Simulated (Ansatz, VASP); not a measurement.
# Two plane-wave programs on TiAl

INCAR

```
SYSTEM = TiAl
PREC = Accurate ; ENCUT = 600
EDIFF = 1E-6 ; ISMEAR = -1
SIGMA = 0.15 ; LREAL = .FALSE.
LASPH = .TRUE. ; NELM = 80
ALGO = Normal ; ISIF = 3
LWAVE = .FALSE. ; LCHARG = .FALSE.
GGA = PE ; IBRION = 2
NSW = 80 ; EDIFFG = -0.001
```

Contents of KPOINTS:

```
regular mesh
0
G
  12 12 10
  0 0 0
```

POSCAR

```
TiAl
1.0
    2.8254163476      0.0000000000      0.0000000000
    0.0000000000      2.8254163476      0.0000000000
    0.0000000000      0.0000000000      4.0653867126
Ti Al
1 1
Direct
    0.5000000000      0.5000000000      0.5000000000
    0.0000000000      0.0000000000      0.0000000000
```

Input for Ansatz:

```yaml
crystal:
  lattice:
    - [2.8254163476, 0.0, 0.0]
    - [0.0, 2.8254163476, 0.0]
    - [0.0, 0.0, 4.0653867126]
  atoms:
    - { symbol: Ti, position: [0.5, 0.5, 0.5] }
    - { symbol: Al, position: [0.0, 0.0, 0.0] }
basis:
  ecutwfc: 420
kpoints:
  mp_grid: { grid: [12, 12, 10] }
hamiltonian:
  xc: pbe
  pseudopotentials: { kind: paw, azcp: { folder: soft_1 } }
scf:
  occupations: { method: fermi_dirac, width: 0.15 }
output:
  forces: true
  stress: true
  eigenvalues: true
relax:
  adjacent_minimum: "off"
  f_tol: 0.001
  max_steps: 60
  cell: { stress_tol: 0.01 }
```

Alike in both runs: task relaxation of cell and atoms; functional PBE; k mesh 12 × 12 × 10; occupations fermi-dirac, width 0.15 eV; no spin polarisation.

|  | VASP | Ansatz |
| --- | --- | --- |
| version | VASP 6.6.1 | Ansatz 0.2.0 |
| potentials or method | VASP PAW PBE potentials, release 64 (Ti_sv, Al), cutoff 600 eV | scalar-relativistic, plane waves, PAW |
| valence electrons in the cell | 15 | 15 |

|  | VASP | Ansatz | Ansatz less VASP |
| --- | --- | --- | --- |
| gap on the k mesh at the Fermi level, each at its own relaxed structure (eV) | none | none | - |
| relaxed volume (Å³/atom) | 16.26 | 16.27 | +0.002 |
| relaxed cell length with the largest relative difference (Å) | 4.071 | 4.071 | -0.0009 |

A gap of «none» marks a metal or a gap that the smearing closes.
